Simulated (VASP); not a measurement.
Set up this calculation in VASP 6.6.1, as the native input.

```yaml
Task: relaxation of cell and atoms
Functional: PBEsol
Potentials_or_basis: VASP PAW PBE potentials, release 64 (Pb_d)
Cutoff: 600 eV
k_mesh: 7 × 7 × 7
Occupations: fermi-dirac, width 0.05 eV
Spin: no spin polarisation
Dipole_correction: no
Further_INCAR_settings: ALGO = Normal; EDIFF = 1e-07; IBRION = 2; EDIFFG = -0.005; NSW = 80; ISIF = 3
```

The structure of Pb lies in POSCAR:

```
Pb
1.0
    0.0000000000      3.4390000555      3.4390000555
    3.4390000555      0.0000000000      3.4390000555
    3.4390000555      3.4390000555      0.0000000000
Pb
2
Direct
    0.2500000000      0.2500000000      0.2500000000
    0.0000000000      0.0000000000      0.0000000000
```

These files were run (other wordings do the same):

INCAR

```
SYSTEM = Pb
PREC     = Accurate       ! precision mode
ENCUT    = 600            ! plane-wave cutoff, eV
EDIFF    = 1E-7           ! SCF threshold, eV
ISMEAR   = -1             ! smearing method
SIGMA    = 0.05           ! smearing width, eV
LREAL    = .False.        ! projectors in reciprocal space
LASPH    = .True.         ! aspherical terms in the spheres
NELM     = 80             ! most SCF steps
ALGO     = Normal         ! electronic algorithm
ISIF     = 3              ! what is computed and relaxed
LWAVE    = .False.        ! write WAVECAR
LCHARG   = .False.        ! write CHGCAR
GGA      = PS             ! functional
IBRION   = 2              ! ionic algorithm
NSW      = 80             ! ionic steps
EDIFFG   = -0.005         ! ionic threshold
```

KPOINTS

```
Automatic mesh
0
Gamma
  7 7 7
  0 0 0
```

Potentials or basis: VASP PAW PBE potentials, release 64 (Pb_d).

Launch:

```console
$ cat potpaw_PBE.64/Pb_d/POTCAR > POTCAR
$ mpirun -np 1 vasp_std > vasp.out
```

It gave:

The relaxed volume is 41.23 Å³/atom. The relaxed cell is a = 4.886 Å, b = 4.886 Å, c = 4.886 Å, α = 60.00°, β = 60.00°, γ = 60.00°. The space group after relaxing (to 0.05 Å) is Fd-3m (No. 227). The energy gained by relaxing is 0.8 meV/atom, the ionic steps are 3 and the pressure after relaxing is 0.0 GPa. The band gap on the k mesh is zero (band 14 reaches 4.44 eV, above the bottom of band 15 at 3.35 eV).

Caveat: the PAW data sets were made with another functional, which shifts forces and pressure a little; spin-orbit coupling is left out, which moves the levels of the heavy elements.

Run time: 82 s on 1 thread of AMD EPYC 7R43 64-Core Processor (Zen 3) (shared host), peak memory 0.22 GiB.
